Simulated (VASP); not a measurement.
Wanted: the native input for a VASP 6.6.1 run.

```yaml
Task: single point
Functional: PBEsol-based global hybrid with 25 % exact exchange
Potentials_or_basis: VASP PAW PBE potentials, release 64 (Co, O)
Cutoff: 520 eV
k_mesh: 6 × 6 × 6
Occupations: fermi-dirac, width 0.05 eV
Spin: collinear spin, ferromagnetic start
Starting_moments: "[2.0, 0.0] μB"
Dipole_correction: no
Grid_for_exact_exchange_PRECFOCK: Normal
Share_of_exact_exchange: 0.25
Further_INCAR_settings: ALGO = Normal; EDIFF = 1e-06; NBANDS = 18
```

Crystal: CoO.

```
Co O
1.0
     0.00000    2.13150    2.13150
     2.13150    0.00000    2.13150
     2.13150    2.13150    0.00000
Co O
1 1
Direct
  0.00000 0.00000 0.00000
  0.50000 0.50000 0.50000
```

These files were run (other wordings do the same):

POSCAR

```
CoO
1.0
    0.0000000000      2.1315016600      2.1315016600
    2.1315016600      0.0000000000      2.1315016600
    2.1315016600      2.1315016600      0.0000000000
Co O
1 1
Direct
    0.0000000000      0.0000000000      0.0000000000
    0.5000000000      0.5000000000      0.5000000000
```

INCAR.step1

```
SYSTEM = CoO
PREC = Accurate
ENCUT = 520
EDIFF = 1E-5
ISMEAR = -1
SIGMA = 0.05
LREAL = .False.
LASPH = .True.
NELM = 150
ALGO = Normal
ISIF = 2
LWAVE = .True.
ISPIN = 2
MAGMOM = 2 0
LORBIT = 11
LMAXMIX = 4
GGA = PE
NBANDS = 18
```

INCAR.step2

```
SYSTEM = CoO
PREC = Accurate
ENCUT = 520
EDIFF = 1E-6
ISMEAR = -1
SIGMA = 0.05
LREAL = .False.
LASPH = .True.
NELM = 150
ALGO = Normal
ISIF = 2
LWAVE = .False.
LCHARG = .True.
ISPIN = 2
MAGMOM = 2 0
LORBIT = 11
LMAXMIX = 4
GGA = PS
LHFCALC = .True.
AEXX = 0.25
PRECFOCK = Normal
LELF = .True.
LVHAR = .True.
ISTART = 1
NBANDS = 18
```

KPOINTS

```
Automatic mesh
0
Gamma
  6 6 6
  0 0 0
```

Potentials or basis: VASP PAW PBE potentials, release 64 (Co, O).

Launch:

```console
$ cat potpaw_PBE.64/Co/POTCAR potpaw_PBE.64/O/POTCAR > POTCAR
$ cp INCAR.step1 INCAR
$ mpirun -np 1 vasp_std > vasp.out
$ cp INCAR.step2 INCAR
$ mpirun -np 1 vasp_std > vasp.out
```

Results of the run:

```yaml
Pressure: -15.3 GPa
Band_gap_on_the_k_mesh: zero (filled and empty bands overlap)
Net_moment: 3.00 μB per cell
Site_moments: Co +2.72; O +0.27 μB
Valence_electrons_inside_the_program's_atomic_spheres: Co 7.74; O 5.02
```

Caveat: the k points lie up to 0.43 Å⁻¹ apart, too coarse for converged energies and pressures of a metal; the PAW data sets were made with another functional, which shifts forces and pressure a little; a cell with one magnetic atom can't hold antiferromagnetic order, which such compounds often take.

Wall time 82 min on 1 thread of Oxide Virtual Turin-like Processor, on a shared host, peak memory 0.14 GiB.
